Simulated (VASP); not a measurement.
# TaN in VASP: notebook

Runs on TaN. Level: PBE. Tasks: electric field gradients.

All numbers are computed with VASP 6.6.1; they aren't measurements. Logs are shortened: lines on timing, memory, paths and dates and some standing lists are left out, and cuts for length are marked.

## Step 1: The cell of the first run

It takes space group P6_3/mmc (No. 194, hexagonal). Conventional cell: a = 3.048 Å, b = 3.048 Å, c = 4.918 Å, α = 90.00°, β = 90.00°, γ = 120.00°. Ta (site symmetry -3m) has 6 N at 2.15 Å and 2 Ta at 2.46 Å within 2.8 Å. N (site symmetry -6m2) has 6 Ta at 2.15 Å within 2.8 Å.

## Step 2: Electric field gradients, PBE

INCAR reads:

```
SYSTEM = TaN
  ALGO = Normal
  EDIFF = 1E-8
  ENCUT = 520
  GGA = PE
  ISIF = 2
  ISMEAR = -1
  LASPH = .True.
  LCHARG = .False.
  LEFG = .True.
  LREAL = .False.
  LWAVE = .False.
  NBANDS = 24
  NELM = 80
  PREC = Accurate
  SIGMA = 0.01
```

KPOINTS reads:

```
k-points
0
Gamma
  9 9 5
  0 0 0
```

POSCAR reads:

```
TaN
1.0
    3.0480019786      0.0000000000      0.0000000000
   -1.5240009893      2.6396471442      0.0000000000
    0.0000000000      0.0000000000      4.9180000000
Ta N
2 2
Direct
    0.0000000000      0.0000000000      0.0000000000
    0.0000000000      0.0000000000      0.5000000000
    0.3333333333      0.6666666667      0.2500000000
    0.6666666667      0.3333333333      0.7500000000
```

Potentials or basis: VASP PAW PBE potentials, release 64 (Ta_pv, N).

Started as:

```sh
cat potpaw_PBE.64/Ta_pv/POTCAR potpaw_PBE.64/N/POTCAR > POTCAR
mpirun -np 1 vasp_std > vasp.out
```

OUTCAR:

```text
SYSTEM = TaN
   EDIFF = 1E-8
   ENCUT = 520
   GGA = PE
   ISIF = 2
   ISMEAR = -1
   LASPH = .True.
   LREAL = .False.
   NELM = 80
   PREC = Accurate

 ion  position               nearest neighbor table
   1  0.000  0.000  0.000-   3 2.15   4 2.15   3 2.15   4 2.15   4 2.15   3 2.15   2 2.46   2 2.46

   2  0.000  0.000  0.500-   3 2.15   4 2.15   3 2.15   4 2.15   4 2.15   3 2.15   1 2.46   1 2.46

   3  0.333  0.667  0.250-   1 2.15   2 2.15   1 2.15   2 2.15   1 2.15   2 2.15
   4  0.667  0.333  0.750-   1 2.15   2 2.15   1 2.15   2 2.15   1 2.15   2 2.15

  LATTYP: Found a hexagonal cell.
 ALAT       =     3.0480019786
 C/A-ratio  =     1.6135160130

  Lattice vectors:

 A1 = (   3.0480019786,   0.0000000000,   0.0000000000)
 A2 = (  -1.5240009893,   2.6396471442,   0.0000000000)
 A3 = (   0.0000000000,   0.0000000000,   4.9180000000)

Analysis of symmetry for initial positions (statically):
=====================================================================
 Subroutine PRICEL returns:
 Original cell was already a primitive cell.

 Routine SETGRP: Setting up the symmetry group for a
 hexagonal supercell.

 Subroutine GETGRP returns: Found 24 space group operations
 (whereof 12 operations were pure point group operations)
 out of a pool of 24 trial point group operations.

The static configuration has the point symmetry D_3d.
 The point group associated with its full space group is D_6h.

Analysis of symmetry for dynamics (positions and initial velocities):
=====================================================================
 Subroutine PRICEL returns:
 Original cell was already a primitive cell.

 Routine SETGRP: Setting up the symmetry group for a
 hexagonal supercell.

 Subroutine GETGRP returns: Found 24 space group operations
 (whereof 12 operations were pure point group operations)
 out of a pool of 24 trial point group operations.

The dynamic configuration has the point symmetry D_3d.
 The point group associated with its full space group is D_6h.

 Subroutine INISYM returns: Found 24 space group operations
 (whereof 12 operations are pure point group operations),
 and found     1 'primitive' translations

----------------------------------------------------------------------------------------

                                     Primitive cell

  volume of cell :      39.5685

  direct lattice vectors                    reciprocal lattice vectors
     3.048001979  0.000000000  0.000000000     0.328083777  0.189419257  0.000000000
    -1.524000989  2.639647144  0.000000000     0.000000000  0.378838513  0.000000000
     0.000000000  0.000000000  4.918000000     0.000000000  0.000000000  0.203334689

  length of vectors
     3.048001979  3.048001979  4.918000000     0.378838513  0.378838513  0.203334689

  position of ions in fractional coordinates (direct lattice)
     0.000000000  0.000000000  0.000000000
     0.000000000  0.000000000  0.500000000
     0.333333333  0.666666667  0.250000000
     0.666666667  0.333333333  0.750000000

  ion indices of the primitive-cell ions
   primitive index   ion index
                 1           1
                 2           2
                 3           3
                 4           4

----------------------------------------------------------------------------------------

 KPOINTS: k-points

Automatic generation of k-mesh.
 Grid dimensions read from file:
 generate k-points for:    9    9    5

 Generating k-lattice:

  Cartesian coordinates                     Fractional coordinates (reciprocal lattice)
     0.036453753  0.021046584  0.000000000     0.111111111  0.000000000  0.000000000
     0.000000000  0.042093168  0.000000000     0.000000000  0.111111111  0.000000000
     0.000000000  0.000000000  0.040666938     0.000000000  0.000000000  0.200000000

  Length of vectors
     0.042093168  0.042093168  0.040666938

[... 40 lines left out ...]
   ions per type =               2   2
   NGX,Y,Z   is equivalent  to a cutoff of  13.09, 13.09, 13.52 a.u.
   NGXF,Y,Z  is equivalent  to a cutoff of  26.18, 26.18, 27.04 a.u.
 SYSTEM =  TaN
   PREC   = accura    normal or accurate (medium, high low for compatibility)
   ISTART =      0    job   : 0-new  1-cont  2-samecut
   ICHARG =      2    charge: 1-file 2-atom 10-const
   ISPIN  =      1    spin polarized calculation?
   LNONCOLLINEAR =      F non collinear calculations
   LSORBIT =      F    spin-orbit coupling
   LASPH  =      T    aspherical Exc in radial PAW
   ENCUT  =  520.0 eV  38.22 Ry    6.18 a.u.   5.67  5.67  9.14*2*pi/ulx,y,z
   NELM   =     80;   NELMIN=  2; NELMDL= -5     # of ELM steps
   EDIFF  = 0.1E-07   stopping-criterion for ELM
   LREAL  =      F    real-space projection
   EDIFFG = 0.1E-06   stopping-criterion for IOM
   NSW    =      0    number of steps for IOM
   IBRION =     -1    ionic relax: 0-MD 1-quasi-New 2-CG
   NFREE  =      0    steps in history (QN), initial steepest desc. (CG)
   ISIF   =      2    stress and relaxation
   ISYM   =      2    0-nonsym 1-usesym 2-fastsym
   POTIM  = 0.5000    time-step for ionic-motion
   TEBEG  =    0.0;   TEEND  =   0.0 temperature during run
   PSTRESS=    0.0 pullay stress
   NELECT =      32.0000    total number of electrons
   NUPDOWN=      -1.0000    fix difference up-down
   EMIN   =  10.00;   EMAX   =-10.00  energy-range for DOS
   EFERMI =   0.00;   METHOD = LEGACY
   ISMEAR =    -1;   SIGMA  =   0.01  broadening in eV -4-tet -1-fermi 0-gaus
   EFERMI_NEDOS =   21; number of points for ismear=-14 and -15
   IALGO  =     38    algorithm
   IMIX   =      4    mixing-type and parameters
     AMIX     =   0.40;   BMIX     =  1.00
     AMIX_MAG =   1.60;   BMIX_MAG =  1.00
  volume/ion in A,a.u.               =       9.89        66.76
  Fermi-wavevector in a.u.,A,eV,Ry     =   1.525252  2.882308 31.652508  2.326394
  Thomas-Fermi vector in A             =   2.633448
   LORBIT       =      0    0 simple, 1 ext, 2 COOP (PROOUT), +10 PAW based schemes
   GGA     = PE    functional components
   LHFCALC =     F    Hartree Fock is set to
   AEXX    =    0.0000 exact exchange contribution
   IVDW    =     0    specifies the selected vdW correction
   LEPSILON=     F    determine dielectric tensor
   LRPA    =     F    only Hartree local field effects (RPA)
 non-spin polarized calculation
  energy-cutoff  :      520.00
  volume of cell :       39.57
 maximum number of plane-waves:      1092
 NGX is ok and might be reduce to    24
   NGX = 11   NGY = 11   NGZ = 19

 number of electron      32.0000002 magnetization

 Free energy of the ion-electron system (eV)
  ---------------------------------------------------
  ext. energy  EPLUGINS =         0.00000000
  ---------------------------------------------------
  free energy    TOTEN  =       -41.29020954 eV

  energy without entropy =      -41.28844802  energy(sigma->0) =      -41.28932878

 E-fermi :   9.8907     XC(G=0): -13.7469

 val. band max:        9.8860867074   @ k =   0.2222   0.2222   0.4000
 cond. band min:       9.9013836969   @ k =   0.2222   0.0000   0.2000
 fundamental gap:      0.0152969895
 Fermi energy:         9.8906940848

 k-point     1 :       0.0000    0.0000    0.0000
  band No.  band energies     occupation
      1     -27.2744      2.00000
      2     -25.4418      2.00000
      3     -25.4418      2.00000
      4     -25.0665      2.00000
      5     -25.0665      2.00000
      6     -24.2377      2.00000
[... 637 lines left out ...]
     23      17.2842      0.00000
     24      17.2842      0.00000

 [... further k-points ...]

------------------------ aborting loop because EDIFF is reached ----------------------------------------

  FORCE on cell =-STRESS in cart. coord.  units (eV):
  Direction    XX          YY          ZZ          XY          YZ          ZX
  --------------------------------------------------------------------------------------
  -------------------------------------------------------------------------------------
  Total        8.0551307      8.0551307     29.1384666     -0.0000000     -0.0000000      0.0000000
  in kB      326.1621249    326.1621249   1179.8522651     -0.0000000     -0.0000000      0.0000000
  external PRESSURE =     610.7255050 kB  Pullay stress =       0.0000000 kB

 VOLUME and BASIS-vectors are now :
 -----------------------------------------------------------------------------
  energy-cutoff  :      520.00
  volume of cell :       39.57
      direct lattice vectors                 reciprocal lattice vectors
     3.048001979  0.000000000  0.000000000     0.328083777  0.189419257  0.000000000
    -1.524000989  2.639647144  0.000000000     0.000000000  0.378838513  0.000000000
     0.000000000  0.000000000  4.918000000     0.000000000  0.000000000  0.203334689

 POSITION                                       TOTAL-FORCE (eV/Angst)
 -----------------------------------------------------------------------------------
      0.00000      0.00000      0.00000        -0.000000      0.000000      0.000000
      0.00000      0.00000      2.45900         0.000000      0.000000      0.000000
     -0.00000      1.75976      1.22950        -0.000000     -0.000000     -0.000000
      1.52400      0.87988      3.68850         0.000000      0.000000      0.000000
 -----------------------------------------------------------------------------------
    total drift:                               -0.000000      0.000000      0.000000

  FREE ENERGIE OF THE ION-ELECTRON SYSTEM (eV)
  ---------------------------------------------------
  free  energy   TOTEN  =       -41.2902095374 eV

  energy  without entropy=      -41.2884480223  energy(sigma->0) =      -41.28932878

 Electric field gradients (V/A^2)
---------------------------------------------------------------------
 ion       V_xx      V_yy      V_zz      V_xy      V_xz      V_yz
---------------------------------------------------------------------
   1      88.088    88.088  -176.176    -0.000    -0.000     0.000
   2      88.088    88.088  -176.176    -0.000     0.000    -0.000
   3      -2.923    -2.922     5.844     0.001     0.000     0.000
   4      -2.923    -2.922     5.844     0.001     0.000     0.000
---------------------------------------------------------------------

 Electric field gradients after diagonalization (V/A^2)
 (convention: |V_zz| > |V_xx| > |V_yy|)
----------------------------------------------------------------------
 ion       V_xx      V_yy      V_zz     asymmetry (V_yy - V_xx)/ V_zz
----------------------------------------------------------------------
   1      88.088    88.087  -176.176       0.000
   2      88.088    88.087  -176.176       0.000
   3      -2.923    -2.921     5.844       0.000
   4      -2.923    -2.921     5.844       0.000
----------------------------------------------------------------------

           NMR quadrupolar parameters

 Cq : quadrupolar parameter    Cq=e*Q*V_zz/h
 eta: asymmetry parameters     (V_yy - V_xx)/ V_zz
 Q  : nuclear electric quadrupole moment in mb (millibarn)
----------------------------------------------------------------------
 ion       Cq(MHz)       eta       Q (mb)
----------------------------------------------------------------------
   1      -0.426       0.000       1.000
   2      -0.426       0.000       1.000
   3       0.014       0.000       1.000
   4       0.014       0.000       1.000
----------------------------------------------------------------------
```

It took 60 s on 1 thread of Intel Xeon 8259CL, shared host; peak memory 0.18 GiB.

Results:

* Free energy: -41.2902 eV
* Pressure: 61.1 GPa
* Band gap on the k mesh: zero (bands 16 and 17 overlap by 2.55 eV)
* Largest electric field gradient by atom: Ta -176.2; N +5.8 V/Å²

Levels at points of the mesh, in eV from the Fermi level:
```csv
k point,band 14,band 15,band 16,band 17,band 18,band 19
"(0.00, 0.00, 0.00)",-3.63,-3.61,-1.84,-1.84,-0.62,-0.62
```

Electric field gradients, principal values (V/Å²):
```tsv
atom	least	middle	greatest (by size)
1 Ta	88.087	88.088	-176.176
2 Ta	88.087	88.088	-176.176
3 N	-2.921	-2.923	5.844
4 N	-2.921	-2.923	5.844
```

Caveat: the cell stands under pressure; without QUAD_EFG the Cq values of the log hold for a quadrupole moment of 1 mb, not for the nuclei; spin-orbit coupling is left out, which moves the levels of the heavy elements.

(Part 1 of 2 ends here.)
